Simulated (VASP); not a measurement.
Set up this calculation in VASP 6.6.1, as the native input.

| Property | Result |
| --- | --- |
| Task | relaxation of the atoms |
| Functional | PBEsol |
| Potentials or basis | VASP PAW PBE potentials, release 64 (C) |
| Cutoff | 520 eV |
| k mesh | 9 × 9 × 6 |
| Occupations | gaussian, width 0.02 eV |
| Spin | no spin polarisation |
| Dipole correction | no |
| Further INCAR settings | ALGO = Normal; EDIFF = 1e-06; IBRION = 2; EDIFFG = -0.002; NSW = 60 |

The structure of C lies in POSCAR:

```
C
1.0
    2.4612466108      0.0000000000      0.0000000000
   -1.2306233054      2.1315020900      0.0000000000
    0.0000000000      0.0000000000      4.1980341080
C
4
Direct
    0.3333333333      0.6666666667     -0.0002008248
    0.6666666667      0.3333333333      0.4997991752
    0.3333333333      0.6666666667      0.3742008248
    0.6666666667      0.3333333333      0.8742008248
```

This cell differs from its parent crystal: strained cell.

These files were run (other wordings do the same):

INCAR

```
SYSTEM = C
ALGO = Normal
EDIFF = 1E-6
EDIFFG = -0.002
ENCUT = 520
GGA = PS
IBRION = 2
ISIF = 2
ISMEAR = 0
LASPH = .TRUE.
LCHARG = .FALSE.
LREAL = .FALSE.
LWAVE = .FALSE.
NELM = 100
NSW = 60
PREC = Accurate
SIGMA = 0.02
```

KPOINTS

```
k-points
0
G
  9 9 6
  0 0 0
```

Potentials or basis: VASP PAW PBE potentials, release 64 (C).

The run is started by

```console
$ cat potpaw_PBE.64/C/POTCAR > POTCAR
$ mpirun -np 1 vasp_std > vasp.out
```

It gave:

* Energy gained by relaxing: 0.0 meV/atom
* Ionic steps: 3
* Pressure after relaxing: 11.4 GPa
* Band gap on the k mesh: 2.89 eV, indirect (least direct gap 4.69 eV)

Caveat: the cell differs from its parent crystal (strained cell); the PAW data sets were made with another functional, which shifts forces and pressure a little.

Wall time 8.4 s on 1 thread of Intel(R) Xeon(R) 6975P-C (Granite Rapids) (shared host), peak memory 0.12 GiB.
